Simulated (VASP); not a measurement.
# MgO (ke600) (Fm-3m) in VASP: notebook, part 2 of 2

VASP 6.6.1.

### Step 3. Single point, LDA

INCAR

```
PREC = Accurate
ENCUT = 520
EDIFF = 1E-7
ISMEAR = 0
SIGMA = 0.02
LREAL = False
LASPH = True
NELM = 100
ALGO = Normal
ISIF = 2
LWAVE = False
LCHARG = True
LELF = True
LVHAR = True
NBANDS = 11
```

KPOINTS

```
regular mesh
0
Gamma
  10 10 10
```

POSCAR

```
MgO
1.0
    0.0000000000      2.0804466864      2.0804466864
    2.0804466864      0.0000000000      2.0804466864
    2.0804466864      2.0804466864      0.0000000000
Mg O
1 1
Direct
    0.0000000000      0.0000000000      0.0000000000
    0.5000000000      0.5000000000      0.5000000000
```

Potentials or basis: VASP PAW LDA potentials, release 64 (Mg, O).

Run with:

```
> cat potpaw_LDA.64/Mg/POTCAR potpaw_LDA.64/O/POTCAR > POTCAR
> mpirun -np 1 vasp_std > vasp.out
```

OUTCAR:

```text
PREC = Accurate
   ENCUT = 520
   EDIFF = 1E-7
   ISMEAR = 0
   LREAL = False
   LASPH = True
   NELM = 100
   ISIF = 2

 ion  position               nearest neighbor table
   1  0.000  0.000  0.000-   2 2.08   2 2.08   2 2.08   2 2.08   2 2.08   2 2.08
   2  0.500  0.500  0.500-   1 2.08   1 2.08   1 2.08   1 2.08   1 2.08   1 2.08

  LATTYP: Found a face centered cubic cell.
 ALAT       =     4.1608933728

  Lattice vectors:

 A1 = (   0.0000000000,   2.0804466864,   2.0804466864)
 A2 = (   2.0804466864,   0.0000000000,   2.0804466864)
 A3 = (   2.0804466864,   2.0804466864,   0.0000000000)

Analysis of symmetry for initial positions (statically):
=====================================================================
 Subroutine PRICEL returns:
 Original cell was already a primitive cell.

 Routine SETGRP: Setting up the symmetry group for a
 face centered cubic supercell.

 Subroutine GETGRP returns: Found 48 space group operations
[... 9 lines left out ...]

 Routine SETGRP: Setting up the symmetry group for a
 face centered cubic supercell.

 Subroutine GETGRP returns: Found 48 space group operations
[... 11 lines left out ...]
                                     Primitive cell

  volume of cell :      18.0094

  direct lattice vectors                    reciprocal lattice vectors
     0.000000000  2.080446686  2.080446686    -0.240333003  0.240333003  0.240333003
     2.080446686  0.000000000  2.080446686     0.240333003 -0.240333003  0.240333003
     2.080446686  2.080446686  0.000000000     0.240333003  0.240333003 -0.240333003

  length of vectors
     2.942195920  2.942195920  2.942195920     0.416268972  0.416268972  0.416268972

  position of ions in fractional coordinates (direct lattice)
     0.000000000  0.000000000  0.000000000
     0.500000000  0.500000000  0.500000000

  ion indices of the primitive-cell ions
   primitive index   ion index
                 1           1
                 2           2

----------------------------------------------------------------------------------------

 KPOINTS: regular mesh

Automatic generation of k-mesh.
 Grid dimensions read from file:
 generate k-points for:   10   10   10

 Generating k-lattice:

  Cartesian coordinates                     Fractional coordinates (reciprocal lattice)
    -0.024033300  0.024033300  0.024033300     0.100000000  0.000000000  0.000000000
     0.024033300 -0.024033300  0.024033300     0.000000000  0.100000000  0.000000000
     0.024033300  0.024033300 -0.024033300     0.000000000  0.000000000  0.100000000

  Length of vectors
     0.041626897  0.041626897  0.041626897

  Shift w.r.t. Gamma in fractional coordinates (k-lattice)
     0.000000000  0.000000000  0.000000000

 Subroutine IBZKPT returns following result:
 ===========================================

 Found     47 irreducible k-points:

 Following reciprocal coordinates:
            Coordinates               Weight
  0.000000  0.000000  0.000000      1.000000
  0.100000  0.000000  0.000000      8.000000
  0.200000  0.000000  0.000000      8.000000
  0.300000  0.000000  0.000000      8.000000
  0.400000  0.000000  0.000000      8.000000
  0.500000  0.000000  0.000000      4.000000
[... 16 lines left out ...]
  0.300000  0.300000  0.000000      6.000000
  0.400000  0.300000  0.000000     24.000000
 [... further k-points ...]
   k-points           NKPTS =     47   k-points in BZ     NKDIM =     47   number of bands    NBANDS=     11
   number of dos      NEDOS =    301   number of ions     NIONS =      2
   total plane-waves  NPLWV =  13824
   dimension x,y,z NGX =    24 NGY =   24 NGZ =   24
   dimension x,y,z NGXF=    48 NGYF=   48 NGZF=   48
   ions per type =               1   1
   NGX,Y,Z   is equivalent  to a cutoff of  13.56, 13.56, 13.56 a.u.
   NGXF,Y,Z  is equivalent  to a cutoff of  27.12, 27.12, 27.12 a.u.
 SYSTEM =  unknown system
   PREC   = accura    normal or accurate (medium, high low for compatibility)
   ISTART =      0    job   : 0-new  1-cont  2-samecut
   ICHARG =      2    charge: 1-file 2-atom 10-const
   ISPIN  =      1    spin polarized calculation?
   LNONCOLLINEAR =      F non collinear calculations
   LSORBIT =      F    spin-orbit coupling
   LASPH  =      T    aspherical Exc in radial PAW
   ENCUT  =  520.0 eV  38.22 Ry    6.18 a.u.   5.47  5.47  5.47*2*pi/ulx,y,z
   NELM   =    100;   NELMIN=  2; NELMDL= -5     # of ELM steps
   EDIFF  = 0.1E-06   stopping-criterion for ELM
   LREAL  =      F    real-space projection
   EDIFFG = 0.1E-05   stopping-criterion for IOM
   NSW    =      0    number of steps for IOM
   IBRION =     -1    ionic relax: 0-MD 1-quasi-New 2-CG
   NFREE  =      0    steps in history (QN), initial steepest desc. (CG)
   ISIF   =      2    stress and relaxation
   ISYM   =      2    0-nonsym 1-usesym 2-fastsym
   POTIM  = 0.5000    time-step for ionic-motion
   TEBEG  =    0.0;   TEEND  =   0.0 temperature during run
   PSTRESS=    0.0 pullay stress
   NELECT =       8.0000    total number of electrons
   NUPDOWN=      -1.0000    fix difference up-down
   EMIN   =  10.00;   EMAX   =-10.00  energy-range for DOS
   EFERMI =   0.00;   METHOD = LEGACY
   ISMEAR =     0;   SIGMA  =   0.02  broadening in eV -4-tet -1-fermi 0-gaus
   EFERMI_NEDOS =   21; number of points for ismear=-14 and -15
   IALGO  =     38    algorithm
   IMIX   =      4    mixing-type and parameters
     AMIX     =   0.40;   BMIX     =  1.00
     AMIX_MAG =   1.60;   BMIX_MAG =  1.00
  volume/ion in A,a.u.               =       9.00        60.77
  Fermi-wavevector in a.u.,A,eV,Ry     =   1.249122  2.360499 21.229253  1.560306
  Thomas-Fermi vector in A             =   2.383177
   LORBIT       =      0    0 simple, 1 ext, 2 COOP (PROOUT), +10 PAW based schemes
   GGA     = CA    functional components
   LHFCALC =     F    Hartree Fock is set to
   AEXX    =    0.0000 exact exchange contribution
   IVDW    =     0    specifies the selected vdW correction
   LEPSILON=     F    determine dielectric tensor
   LRPA    =     F    only Hartree local field effects (RPA)
 non-spin polarized calculation
 Gauss-broadening in eV      SIGMA  =   0.02
  energy-cutoff  :      520.00
  volume of cell :       18.01
 maximum number of plane-waves:       531
 NGX is ok and might be reduce to    24
   NGX = 11   NGY = 11   NGZ = 11

 number of electron       8.0000001 magnetization

 Free energy of the ion-electron system (eV)
  ---------------------------------------------------
  ext. energy  EPLUGINS =         0.00000000
  ---------------------------------------------------
  free energy    TOTEN  =       -13.44455339 eV

  energy without entropy =      -13.44455339  energy(sigma->0) =      -13.44455339

 E-fermi :   3.3829     XC(G=0): -11.7700

 val. band max:        3.1646170278   @ k =   0.0000   0.0000   0.0000
 cond. band min:       8.1869340214   @ k =   0.0000   0.0000   0.0000
 fundamental gap:      5.0223169936
 Fermi energy:         3.3828579992

 k-point     1 :       0.0000    0.0000    0.0000
  band No.  band energies     occupation
      1     -14.0344      2.00000
      2       3.1646      2.00000
      3       3.1646      2.00000
      4       3.1646      2.00000
      5       8.1869      0.00000
      6      18.8887      0.00000
      7      18.8887      0.00000
      8      18.8887      0.00000
      9      23.0104      0.00000
     10      24.6995      0.00000
     11      24.6995      0.00000

 k-point     2 :       0.1000    0.0000    0.0000
  band No.  band energies     occupation
      1     -13.9169      2.00000
      2       2.4980      2.00000
      3       3.0910      2.00000
      4       3.0910      2.00000
      5       8.8061      0.00000
      6      17.6530      0.00000
      7      19.1422      0.00000
      8      19.1422      0.00000
      9      23.9994      0.00000
     10      23.9994      0.00000
     11      24.7011      0.00000
[... 295 lines left out ...]
 k-point    24 :       0.4000    0.3000    0.0000
  band No.  band energies     occupation
      1     -12.6458      2.00000
      2      -0.5865      2.00000
      3       1.7802      2.00000
      4       2.0145      2.00000
      5      12.8613      0.00000
      6      13.2920      0.00000
      7      16.8781      0.00000
      8      21.5057      0.00000
      9      21.7230      0.00000
     10      28.1850      0.00000
     11      30.5988      0.00000

 [... further k-points ...]
[... 5 lines left out ...]
  --------------------------------------------------------------------------------------
  -------------------------------------------------------------------------------------
  Total       -0.2133981     -0.2133981     -0.2133981     -0.0000000      0.0000000     -0.0000000
  in kB      -18.9845922    -18.9845922    -18.9845922     -0.0000000      0.0000000     -0.0000000
  external PRESSURE =     -18.9845922 kB  Pullay stress =       0.0000000 kB

 VOLUME and BASIS-vectors are now :
 -----------------------------------------------------------------------------
  energy-cutoff  :      520.00
  volume of cell :       18.01
      direct lattice vectors                 reciprocal lattice vectors
     0.000000000  2.080446686  2.080446686    -0.240333003  0.240333003  0.240333003
     2.080446686  0.000000000  2.080446686     0.240333003 -0.240333003  0.240333003
     2.080446686  2.080446686  0.000000000     0.240333003  0.240333003 -0.240333003

 POSITION                                       TOTAL-FORCE (eV/Angst)
 -----------------------------------------------------------------------------------
      0.00000      0.00000      0.00000        -0.000000      0.000000     -0.000000
      2.08045      2.08045      2.08045         0.000000     -0.000000      0.000000
 -----------------------------------------------------------------------------------
    total drift:                               -0.000000     -0.000000      0.000000

  FREE ENERGIE OF THE ION-ELECTRON SYSTEM (eV)
  ---------------------------------------------------
  free  energy   TOTEN  =       -13.4445533946 eV

  energy  without entropy=      -13.4445533946  energy(sigma->0) =      -13.44455339
```

OSZICAR:

```text
N       E                     dE             d eps       ncg     rms          rms(c)
DAV:   1     0.105934658024E+02    0.10593E+02   -0.47104E+03  1170   0.647E+02
DAV:   2    -0.145183155241E+02   -0.25112E+02   -0.24356E+02  1205   0.134E+02
DAV:   3    -0.150260079660E+02   -0.50769E+00   -0.50680E+00  1231   0.157E+01
DAV:   4    -0.150271292679E+02   -0.11213E-02   -0.11213E-02  1139   0.847E-01
DAV:   5    -0.150271323517E+02   -0.30838E-05   -0.30838E-05  1196   0.419E-02    0.709E+00
DAV:   6    -0.135056333869E+02    0.15215E+01   -0.85637E+00  1073   0.161E+01    0.218E+00
DAV:   7    -0.134685287462E+02    0.37105E-01   -0.60215E-02  1139   0.214E+00    0.129E+00
DAV:   8    -0.134450573802E+02    0.23471E-01   -0.28901E-02  1082   0.175E+00    0.229E-01
DAV:   9    -0.134446925754E+02    0.36480E-03   -0.45954E-04  1184   0.156E-01    0.133E-01
DAV:  10    -0.134445537795E+02    0.13880E-03   -0.39618E-04  1103   0.160E-01    0.528E-03
DAV:  11    -0.134445533823E+02    0.39716E-06   -0.41796E-06  1184   0.120E-02    0.242E-03
DAV:  12    -0.134445533946E+02   -0.12218E-07   -0.39491E-08   705   0.174E-03
   1 F= -.13444553E+02 E0= -.13444553E+02  d E =-.656004E-56
```

It took 7 s on 1 thread of Intel Xeon Platinum 8488C (Sapphire Rapids), shared host; peak memory 0.13 GiB.

What came out:

```yaml
Free_energy: -13.4446 eV
Pressure: -1.9 GPa
Band_gap_on_the_k_mesh: 5.02 eV, direct
```

Levels at points of the mesh, in eV from the valence-band top:
```
           k point  band 1  band 2  band 3  band 4  band 5  band 6  band 7  band 8
(0.00, 0.00, 0.00)  -17.20    0.00    0.00    0.00    5.02   15.72   15.72   15.72
(0.50, 0.00, 0.00)  -15.75   -4.86   -0.71   -0.71    7.96   12.82   16.37   16.37
(0.50, 0.50, 0.00)  -15.46   -4.31   -1.43   -1.43    8.92   10.10   13.28   19.19
```

### Step 4. Relaxation of cell and atoms, LDA

INCAR

```
SYSTEM = MgO
  PREC = Accurate
  ENCUT = 600
  EDIFF = 1E-7
  ISMEAR = 0
  SIGMA = 0.02
  LREAL = .FALSE.
  LASPH = .TRUE.
  NELM = 100
  ALGO = Normal
  ISIF = 3
  LWAVE = .FALSE.
  LCHARG = .FALSE.
  GGA = CA
  IBRION = 2
  NSW = 100
  EDIFFG = -0.002
```

KPOINTS

```
regular mesh
0
G
  10 10 10
  0 0 0
```

POSCAR

```
MgO
1.0
    0.0000000000      2.0805909293      2.0805909293
    2.0805909293      0.0000000000      2.0805909293
    2.0805909293      2.0805909293      0.0000000000
Mg O
1 1
Direct
    0.0000000000      0.0000000000      0.0000000000
    0.5000000000      0.5000000000      0.5000000000
```

Run with:

```
> cat potpaw_LDA.64/Mg/POTCAR potpaw_LDA.64/O/POTCAR > POTCAR
> mpirun -np 1 vasp_std > vasp.out
```

Wall time 9.8 s (1 thread of Intel Xeon Platinum 8488C (Sapphire Rapids), shared host); peak memory 0.14 GiB.

The run converged. Its results:

* Free energy: -13.4495 eV
* Relaxed volume: 8.89 Å³/atom
* Relaxed cell: a = 2.930 Å, b = 2.930 Å, c = 2.930 Å, α = 60.00°, β = 60.00°, γ = 60.00°
* Space group after relaxing (to 0.05 Å): Fm-3m (No. 225)
* Energy gained by relaxing: 0.8 meV/atom
* Ionic steps: 3
* Pressure after relaxing: 0.0 GPa
* Band gap on the k mesh: 5.15 eV, direct

The path:
```csv
step,energy change (eV),largest force (eV/Å),pressure (GPa),volume (Å³)
1,0.0000,0.0000,-2.20,18.01
2,-0.0013,0.0000,0.96,17.69
3,-0.0016,0.0000,0.00,17.79
```

Final structure:
```
CELL_PARAMETERS angstrom
0.00000 2.07184 2.07184
2.07184 0.00000 2.07184
2.07184 2.07184 0.00000
ATOMIC_POSITIONS crystal
Mg 0.00000 0.00000 0.00000
O 0.50000 0.50000 0.50000
```

Levels at points of the mesh, in eV from the valence-band top:
| k point | band 2 | band 3 | band 4 | band 5 | band 6 | band 7 |
| --- | --- | --- | --- | --- | --- | --- |
| (0.00, 0.00, 0.00) | 0.00 | 0.00 | 0.00 | 5.15 | 15.79 | 15.79 |
| (0.50, 0.00, 0.00) | -4.92 | -0.72 | -0.72 | 8.05 | 12.96 | 16.51 |
| (0.50, 0.50, 0.00) | -4.36 | -1.44 | -1.44 | 8.93 | 10.24 | 13.42 |

### Step 5. Summary

| task | cell | k mesh | cutoff (eV) | smearing | gap on the mesh (eV) | pressure (GPa) |
| --- | --- | --- | --- | --- | --- | --- |
| single point | a = 2.942 Å, angles 60.0°, 2 atoms | 8 × 8 × 8 | 520 | gaussian 0.1 eV | 5.02 | -1.9 |
| single point | a = 2.942 Å, angles 60.0°, 2 atoms | 10 × 10 × 10 | 520 | gaussian 0.02 eV | 5.02 | -1.9 |
| relaxation of cell and atoms | relaxed from a = 2.942 Å, angles 60.0°, 2 atoms | 10 × 10 × 10 | 600 | gaussian 0.02 eV | 5.15 | 0.0 |

Alike in all rows: level LDA; potentials or basis VASP PAW LDA potentials, release 64 (Mg, O); no spin polarisation.

Absolute energies hang on the potentials; compare differences alone.

### Step 6. Comparison with measurements

Step 2. Against the measured gap of MgO, 7.83 eV (quoted in “Electronic structure of alkaline earth and post-transition metal oxides”, 2009, arxiv:0908.1581), the calculated 5.02 eV is off by -2.81 eV. The value is that of LDA, without temperature or zero-point motion. Semilocal functionals fall short of measured gaps as a rule.

Step 3. Against the measured gap of MgO, 7.83 eV (quoted in “Electronic structure of alkaline earth and post-transition metal oxides”, 2009, arxiv:0908.1581), the calculated 5.02 eV is off by -2.81 eV. The value is that of LDA, without temperature or zero-point motion. Semilocal functionals fall short of measured gaps as a rule.
